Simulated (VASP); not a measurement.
# AlGa3N4 (P-42m) in VASP: single point with r2SCAN

Aim: the single point of AlGa3N4 with r2SCAN.

All numbers are computed with VASP 6.6.1; they aren't measurements. Logs are shortened: lines on timing, memory, paths and dates and some standing lists are left out, and cuts for length are marked.

**1. The cell of the first run**

The structure is tetragonal, space group P-42m (No. 111). The conventional cell has a = 4.465 Å, b = 4.465 Å, c = 4.354 Å, α = 90.00°, β = 90.00°, γ = 90.00°. Within 2.5 Å of Al (site symmetry -42m) lie 4 N at 1.88 Å. Within 2.6 Å of Ga (site symmetry -42m) lie 4 N at 1.93 Å. Ga (site symmetry 222) has 4 N at 1.93 Å within 2.6 Å. N (site symmetry m) has 1 Al at 1.88 Å and 3 Ga at 1.93 Å within 2.5 Å.

**2. Single point, r2SCAN (strain +0.000 along x and y, -0.025 along z)**

Input file POSCAR:

```
AlGa3N4
1.0
    4.4653444522      0.0000000000      0.0000000000
    0.0000000000      4.4653444522      0.0000000000
    0.0000000000      0.0000000000      4.3537108409
Al Ga N
1 3 4
Direct
    0.0000000000      0.0000000000      0.0000000000
    0.5000000000      0.5000000000      0.0000000000
    0.5000000000      0.0000000000      0.5000000000
    0.0000000000      0.5000000000      0.5000000000
    0.7553510553      0.7553510553      0.2446489447
    0.7553510553      0.2446489447      0.7553510553
    0.2446489447      0.7553510553      0.7553510553
    0.2446489447      0.2446489447      0.2446489447
```

Input file INCAR.step1:

```
PREC = Accurate ; ENCUT = 910
ISMEAR = 0 ; SIGMA = 0.05
LREAL = False ; LASPH = True
NELM = 120 ; NBANDS = 41
GGA = PE ; ALGO = Normal
EDIFF = 1E-5 ; LWAVE = True
LCHARG = False ; GGA_COMPAT = False
```

Input file INCAR.step2:

```
PREC = Accurate ; ENCUT = 910
EDIFF = 1E-6 ; ISMEAR = 0
SIGMA = 0.05 ; LREAL = False
LASPH = True ; NELM = 120
ALGO = Normal ; ISIF = 2
LWAVE = False ; LCHARG = True
METAGGA = R2SCAN ; LMIXTAU = True
LELF = True ; LVHAR = True
NBANDS = 41 ; ISTART = 1
GGA_COMPAT = False
```

Input file KPOINTS:

```
regular mesh
0
Gamma
  6 6 6
```

Potentials or basis: VASP PAW PBE potentials, release 64 (Al, Ga_d, N_h).

The run is started by

```sh
$ cat potpaw_PBE.64/Al/POTCAR potpaw_PBE.64/Ga_d/POTCAR potpaw_PBE.64/N_h/POTCAR > POTCAR
$ cp INCAR.step1 INCAR
$ mpirun -np 1 vasp_std > vasp.out
$ cp INCAR.step2 INCAR
$ mpirun -np 1 vasp_std > vasp.out
```

OUTCAR:

```text
PREC = Accurate
   ENCUT = 910
   EDIFF = 1E-6
   ISMEAR = 0
   LREAL = False
   LASPH = True
   NELM = 120
   ISIF = 2
   METAGGA = R2SCAN
   ISTART = 1

 ion  position               nearest neighbor table
   1  0.000  0.000  0.000-   5 1.88   6 1.88   7 1.88   8 1.88   3 3.12   4 3.12   3 3.12   4 3.12
                             4 3.12   4 3.12   3 3.12   3 3.12
   2  0.500  0.500  0.000-   5 1.93   6 1.93   7 1.93   8 1.93
   3  0.500  0.000  0.500-   5 1.93   6 1.93   7 1.93   8 1.93   1 3.12   1 3.12   1 3.12   1 3.12

   4  0.000  0.500  0.500-   5 1.93   6 1.93   7 1.93   8 1.93   1 3.12   1 3.12   1 3.12   1 3.12

   5  0.755  0.755  0.245-   1 1.88   3 1.93   4 1.93   2 1.93
   6  0.755  0.245  0.755-   1 1.88   3 1.93   4 1.93   2 1.93
   7  0.245  0.755  0.755-   1 1.88   3 1.93   4 1.93   2 1.93
   8  0.245  0.245  0.245-   1 1.88   3 1.93   4 1.93   2 1.93

  LATTYP: Found a simple tetragonal cell.
 ALAT       =     4.4653444522
 C/A-ratio  =     0.9750000000

  Lattice vectors:

 A1 = (   4.4653444522,   0.0000000000,   0.0000000000)
 A2 = (   0.0000000000,   4.4653444522,   0.0000000000)
 A3 = (   0.0000000000,   0.0000000000,   4.3537108409)

Analysis of symmetry for initial positions (statically):
=====================================================================
 Subroutine PRICEL returns:
 Original cell was already a primitive cell.

 Routine SETGRP: Setting up the symmetry group for a
 simple tetragonal supercell.

 Subroutine GETGRP returns: Found  8 space group operations
 (whereof  8 operations were pure point group operations)
 out of a pool of 16 trial point group operations.

The static configuration has the point symmetry D_2d.

Analysis of symmetry for dynamics (positions and initial velocities):
=====================================================================
 Subroutine PRICEL returns:
 Original cell was already a primitive cell.

 Routine SETGRP: Setting up the symmetry group for a
 simple tetragonal supercell.

 Subroutine GETGRP returns: Found  8 space group operations
 (whereof  8 operations were pure point group operations)
 out of a pool of 16 trial point group operations.

The dynamic configuration has the point symmetry D_2d.

 Subroutine INISYM returns: Found  8 space group operations
 (whereof  8 operations are pure point group operations),
 and found     1 'primitive' translations

----------------------------------------------------------------------------------------

                                     Primitive cell

  volume of cell :      86.8100

  direct lattice vectors                    reciprocal lattice vectors
     4.465344452  0.000000000  0.000000000     0.223946889  0.000000000  0.000000000
     0.000000000  4.465344452  0.000000000     0.000000000  0.223946889  0.000000000
     0.000000000  0.000000000  4.353710841     0.000000000  0.000000000  0.229689117

  length of vectors
     4.465344452  4.465344452  4.353710841     0.223946889  0.223946889  0.229689117

  position of ions in fractional coordinates (direct lattice)
     0.000000000  0.000000000  0.000000000
     0.500000000  0.500000000  0.000000000
     0.500000000  0.000000000  0.500000000
     0.000000000  0.500000000  0.500000000
     0.755351055  0.755351055  0.244648945
     0.755351055  0.244648945  0.755351055
     0.244648945  0.755351055  0.755351055
     0.244648945  0.244648945  0.244648945

  ion indices of the primitive-cell ions
   primitive index   ion index
                 1           1
                 2           2
                 3           3
                 4           4
                 5           5
                 6           6
                 7           7
                 8           8

----------------------------------------------------------------------------------------

 KPOINTS: regular mesh

Automatic generation of k-mesh.
 Grid dimensions read from file:
 generate k-points for:    6    6    6

 Generating k-lattice:

  Cartesian coordinates                     Fractional coordinates (reciprocal lattice)
     0.037324482  0.000000000  0.000000000     0.166666667  0.000000000  0.000000000
     0.000000000  0.037324482  0.000000000     0.000000000  0.166666667  0.000000000
     0.000000000  0.000000000  0.038281520     0.000000000  0.000000000  0.166666667

  Length of vectors
     0.037324482  0.037324482  0.038281520

  Shift w.r.t. Gamma in fractional coordinates (k-lattice)
     0.000000000  0.000000000  0.000000000

 Subroutine IBZKPT returns following result:
 ===========================================

 Found     40 irreducible k-points:

 Following reciprocal coordinates:
            Coordinates               Weight
  0.000000  0.000000  0.000000      1.000000
  0.166667  0.000000  0.000000      4.000000
  0.333333  0.000000  0.000000      4.000000
  0.500000  0.000000  0.000000      2.000000
  0.166667  0.166667  0.000000      4.000000
  0.333333  0.166667  0.000000      8.000000
[... 16 lines left out ...]
  0.333333  0.000000  0.333333      8.000000
  0.500000  0.000000  0.333333      4.000000
 [... further k-points ...]
   k-points           NKPTS =     40   k-points in BZ     NKDIM =     40   number of bands    NBANDS=     41
   number of dos      NEDOS =    301   number of ions     NIONS =      8
   total plane-waves  NPLWV = 110592
   dimension x,y,z NGX =    48 NGY =   48 NGZ =   48
   dimension x,y,z NGXF=    96 NGYF=   96 NGZF=   96
   ions per type =               1   3   4
   NGX,Y,Z   is equivalent  to a cutoff of  17.87, 17.87, 18.33 a.u.
   NGXF,Y,Z  is equivalent  to a cutoff of  35.74, 35.74, 36.66 a.u.
 SYSTEM =  unknown system
   PREC   = accura    normal or accurate (medium, high low for compatibility)
   ISTART =      1    job   : 0-new  1-cont  2-samecut
   ICHARG =      0    charge: 1-file 2-atom 10-const
   ISPIN  =      1    spin polarized calculation?
   LNONCOLLINEAR =      F non collinear calculations
   LSORBIT =      F    spin-orbit coupling
   LASPH  =      T    aspherical Exc in radial PAW
   ENCUT  =  910.0 eV  66.88 Ry    8.18 a.u.  10.98 10.98 10.71*2*pi/ulx,y,z
   NELM   =    120;   NELMIN=  2; NELMDL=  0     # of ELM steps
   EDIFF  = 0.1E-05   stopping-criterion for ELM
   LREAL  =      F    real-space projection
   EDIFFG = 0.1E-04   stopping-criterion for IOM
   NSW    =      0    number of steps for IOM
   IBRION =     -1    ionic relax: 0-MD 1-quasi-New 2-CG
   NFREE  =      0    steps in history (QN), initial steepest desc. (CG)
   ISIF   =      2    stress and relaxation
   ISYM   =      2    0-nonsym 1-usesym 2-fastsym
   POTIM  = 0.5000    time-step for ionic-motion
   TEBEG  =    0.0;   TEEND  =   0.0 temperature during run
   PSTRESS=    0.0 pullay stress
   NELECT =      62.0000    total number of electrons
   NUPDOWN=      -1.0000    fix difference up-down
   EMIN   =  10.00;   EMAX   =-10.00  energy-range for DOS
   EFERMI =   0.00;   METHOD = LEGACY
   ISMEAR =     0;   SIGMA  =   0.05  broadening in eV -4-tet -1-fermi 0-gaus
   EFERMI_NEDOS =   21; number of points for ismear=-14 and -15
   IALGO  =     38    algorithm
   IMIX   =      4    mixing-type and parameters
     AMIX     =   0.40;   BMIX     =  1.00
     AMIX_MAG =   1.60;   BMIX_MAG =  1.00
  volume/ion in A,a.u.               =      10.85        73.23
  Fermi-wavevector in a.u.,A,eV,Ry     =   1.463352  2.765335 29.135515  2.141400
  Thomas-Fermi vector in A             =   2.579457
   LORBIT       =      0    0 simple, 1 ext, 2 COOP (PROOUT), +10 PAW based schemes
   METAGGA = R2SCAN    functional components
   LHFCALC =     F    Hartree Fock is set to
   AEXX    =    0.0000 exact exchange contribution
   IVDW    =     0    specifies the selected vdW correction
   LEPSILON=     F    determine dielectric tensor
   LRPA    =     F    only Hartree local field effects (RPA)
 non-spin polarized calculation
 Gauss-broadening in eV      SIGMA  =   0.05
  energy-cutoff  :      910.00
  volume of cell :       86.81
 maximum number of plane-waves:      5444
 NGX is ok and might be reduce to    48
   NGX = 21   NGY = 21   NGZ = 21

 number of electron      62.0000002 magnetization

 Free energy of the ion-electron system (eV)
  ---------------------------------------------------
  ext. energy  EPLUGINS =         0.00000000
  ---------------------------------------------------
  free energy    TOTEN  =       -84.79623425 eV

  energy without entropy =      -84.79623425  energy(sigma->0) =      -84.79623425

 E-fermi :   6.0608     XC(G=0): -12.5174

 val. band max:        5.8404689834   @ k =   0.0000   0.0000   0.0000
 cond. band min:       8.7653619687   @ k =   0.0000   0.0000   0.0000
 fundamental gap:      2.9248929854
 Fermi energy:         6.0607611737

 k-point     1 :       0.0000    0.0000    0.0000
  band No.  band energies     occupation
      1     -10.9306      2.00000
      2      -9.4428      2.00000
      3      -9.4428      2.00000
      4      -9.4286      2.00000
      5      -7.7473      2.00000
      6      -7.7473      2.00000
[... 33 lines left out ...]
     40      17.6088      0.00000
     41      17.6088      0.00000

 k-point     2 :       0.1667    0.0000    0.0000
  band No.  band energies     occupation
      1     -10.8156      2.00000
      2      -9.5041      2.00000
      3      -9.4450      2.00000
      4      -9.4311      2.00000
      5      -7.7521      2.00000
      6      -7.7423      2.00000
[... 33 lines left out ...]
     40      17.7155      0.00000
     41      17.9056      0.00000

 k-point     3 :       0.3333    0.0000    0.0000
  band No.  band energies     occupation
      1     -10.5017      2.00000
      2      -9.7096      2.00000
      3      -9.4496      2.00000
      4      -9.4359      2.00000
      5      -7.7222      2.00000
      6      -7.7208      2.00000
[... 875 lines left out ...]
      2      -9.6514      2.00000
      3      -9.6029      2.00000
      4      -9.5008      2.00000
      5      -7.7350      2.00000
      6      -7.7183      2.00000
[... 33 lines left out ...]
     40      16.4765      0.00000
     41      16.8130      0.00000

 k-point    24 :       0.5000    0.0000    0.3333
  band No.  band energies     occupation
      1      -9.9515      2.00000
      2      -9.8167      2.00000
      3      -9.5738      2.00000
      4      -9.5379      2.00000
      5      -7.7279      2.00000
      6      -7.7163      2.00000
[... 33 lines left out ...]
     40      16.3320      0.00000
     41      16.4702      0.00000

 [... further k-points ...]

------------------------ aborting loop because EDIFF is reached ----------------------------------------

  FORCE on cell =-STRESS in cart. coord.  units (eV):
  Direction    XX          YY          ZZ          XY          YZ          ZX
  --------------------------------------------------------------------------------------
  -------------------------------------------------------------------------------------
  Total        2.6654117      2.6654117      4.3723561      0.0000000      0.0000000      0.0000000
  in kB       49.1932343     49.1932343     80.6968517      0.0000000      0.0000000      0.0000000
  external PRESSURE =      59.6944401 kB  Pullay stress =       0.0000000 kB

 VOLUME and BASIS-vectors are now :
 -----------------------------------------------------------------------------
  energy-cutoff  :      910.00
  volume of cell :       86.81
      direct lattice vectors                 reciprocal lattice vectors
     4.465344452  0.000000000  0.000000000     0.223946889  0.000000000  0.000000000
     0.000000000  4.465344452  0.000000000     0.000000000  0.223946889  0.000000000
     0.000000000  0.000000000  4.353710841     0.000000000  0.000000000  0.229689117

 POSITION                                       TOTAL-FORCE (eV/Angst)
 -----------------------------------------------------------------------------------
      0.00000      0.00000      0.00000         0.000000      0.000000      0.000000
      2.23267      2.23267      0.00000         0.000000     -0.000000      0.000000
      2.23267      0.00000      2.17686         0.000000      0.000000      0.000000
      0.00000      2.23267      2.17686         0.000000      0.000000      0.000000
      3.37290      3.37290      1.06513         0.040707      0.040707     -0.073660
      3.37290      1.09244      3.28858         0.040707     -0.040707      0.073660
      1.09244      3.37290      3.28858        -0.040707      0.040707      0.073660
      1.09244      1.09244      1.06513        -0.040707     -0.040707     -0.073660
 -----------------------------------------------------------------------------------
    total drift:                               -0.000000     -0.000000     -0.000000

  FREE ENERGIE OF THE ION-ELECTRON SYSTEM (eV)
  ---------------------------------------------------
  free  energy   TOTEN  =       -84.7962342453 eV

  energy  without entropy=      -84.7962342453  energy(sigma->0) =      -84.79623425
```

Run time: 22 min. Hardware: 1 thread of Intel Xeon Platinum 8488C (Sapphire Rapids), shared host; peak memory 0.53 GiB.

Results:

```
Free energy            : -84.7962 eV
Pressure               : 6.0 GPa
Largest force          : 0.093 eV/Å
Band gap on the k mesh : 2.92 eV
```

Forces on the atoms (eV/Å):
```
Al   0.000  0.000  0.000
Ga   0.000  0.000  0.000
Ga   0.000  0.000  0.000
Ga   0.000  0.000  0.000
N    0.041  0.041 -0.074
N    0.041 -0.041  0.074
N   -0.041  0.041  0.074
N   -0.041 -0.041 -0.074
```

Stress tensor (GPa, compression positive):
```
4.92 0.00 0.00
0.00 4.92 0.00
0.00 0.00 8.07
```

Caveat: the cell differs from its parent crystal (strain +0.000 along x and y, -0.025 along z); the cutoff is under 1.25 times the usual one of these potentials, so pressure, stress and relaxed cells hold a basis-set (Pulay) error; the cell stands under pressure; the PAW data sets were made with another functional, which shifts forces and pressure a little.
